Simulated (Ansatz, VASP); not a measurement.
# One calculation of LiF, two programs

```
CELL_PARAMETERS angstrom
3.08101 0.06732 0.00000
-1.48221 2.63458 0.00000
0.00000 0.00000 4.78534
ATOMIC_POSITIONS crystal
Li 0.32923 0.66668 0.99251
Li 0.67077 0.33332 0.49251
F 0.32636 0.66735 0.38249
F 0.67364 0.33265 0.88249
```

Change from the starting cell: shear_xy strain +4.4%.

Alike in both runs: task single point; functional PBE; k mesh 12 × 12 × 6; occupations fermi-dirac, width 0.02 eV; no spin polarisation.

|  | VASP | Ansatz |
| --- | --- | --- |
| version | VASP 6.6.1 | Ansatz 0.2.0 |
| potentials or method | VASP PAW PBE potentials, release 64 (Li_sv, F) | plane waves, PAW |
| plane-wave cutoff (eV) | 520 | 420 |
| valence electrons in the cell | 20 | 20 |

```csv
,VASP,Ansatz,Ansatz less VASP
gap on the k mesh at the Fermi level (eV),7.84,7.85,+0.013
```

The functional is the same, so the differences come from potentials, cutoffs and numerics.

Noted on VASP's run: the cutoff is short for stress, so the pressure is rough.
